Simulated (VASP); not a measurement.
Set up this calculation in VASP 6.6.1, as the native input.

```yaml
Task: single point
Functional: LDA
Potentials_or_basis: VASP PAW LDA potentials, release 64 (Sn_d, O)
Cutoff: 520 eV
k_mesh: 6 × 6 × 5
Occupations: fermi-dirac, width 0.02 eV
Spin: no spin polarisation
Dipole_correction: no
Further_INCAR_settings: ALGO = Normal; EDIFF = 1e-06; NBANDS = 28
```

The structure of SnO lies in POSCAR:

```
SnO
1.0
    3.8020000000      0.0000000000      0.0000000000
    0.0000000000      3.8020000000      0.0000000000
    0.0000000000      0.0000000000      4.8360000000
Sn O
2 2
Direct
    0.0000000000      0.5000000000      0.2385000000
    0.5000000000      0.0000000000      0.7615000000
    0.0000000000      0.0000000000      0.0000000000
    0.5000000000      0.5000000000      0.0000000000
```

These files were run (other wordings do the same):

INCAR

```
SYSTEM = SnO
ALGO = Normal
EDIFF = 1E-6
ENCUT = 520
GGA = CA
ISIF = 2
ISMEAR = -1
LASPH = .True.
LCHARG = .False.
LREAL = .False.
LWAVE = .False.
NBANDS = 28
NELM = 80
PREC = Accurate
SIGMA = 0.02
```

KPOINTS

```
k-points
0
Gamma
  6 6 5
  0 0 0
```

Potentials or basis: VASP PAW LDA potentials, release 64 (Sn_d, O).

Run with:

```sh
$ cat potpaw_LDA.64/Sn_d/POTCAR potpaw_LDA.64/O/POTCAR > POTCAR
$ mpirun -np 1 vasp_std > vasp.out
```

Results of the run:

```yaml
Pressure: -2.5 GPa
Largest_force: 0.151 eV/Å
Band_gap_on_the_k_mesh: 0.09 eV, indirect (least direct gap 1.96 eV)
```

Caveat: spin-orbit coupling is left out, which moves the levels of the heavy elements.

Wall time 40 s on 1 thread of Intel Xeon 6975P-C, with other jobs on the host, peak memory 0.18 GiB.
